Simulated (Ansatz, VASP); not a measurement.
B6C: VASP beside Ansatz

```
CELL_PARAMETERS angstrom
2.77741 1.60354 4.08174
-2.77741 1.60354 4.08174
0.00000 -3.20708 4.08174
ATOMIC_POSITIONS crystal
B 0.80094 0.32079 0.80094
B 0.80094 0.80094 0.32079
B 0.32079 0.80094 0.80094
B 0.19906 0.19906 0.67921
B 0.67921 0.19906 0.19906
B 0.19906 0.67921 0.19906
B 0.00066 0.66423 0.00066
B 0.66423 0.00066 0.00066
B 0.00066 0.00066 0.66423
B 0.99934 0.33577 0.99934
B 0.99934 0.99934 0.33577
B 0.33577 0.99934 0.99934
C 0.63086 0.63086 0.63086
C 0.36914 0.36914 0.36914
```

Alike in both runs: functional PBE; k mesh 6 × 6 × 6; occupations gaussian, width 0.1 eV; no spin polarisation.

Ansatz relaxed the structure, and its values are those at the end. VASP's run is a single point on that final structure, the one shown.

```csv
,VASP,Ansatz
version,VASP 6.6.1,Ansatz 0.2.0
potentials or method,"VASP PAW PBE potentials, release 64 (B, C), cutoff 520 eV","scalar-relativistic, plane waves, PAW"
valence electrons in the cell,44,44
```

Ansatz gave:

| Item | Value |
| --- | --- |
| gap on the k mesh at the Fermi level (eV) | none |
| pressure (GPa) | 0.0 |
| rms of the force components (eV/Å) | 0.000 |

What did VASP give for the same quantities?

gap on the k mesh at the Fermi level (eV): none; pressure (GPa): 0.1; rms of the force components (eV/Å): 0.005.

A gap of «none» marks a metal or a gap that the smearing closes.
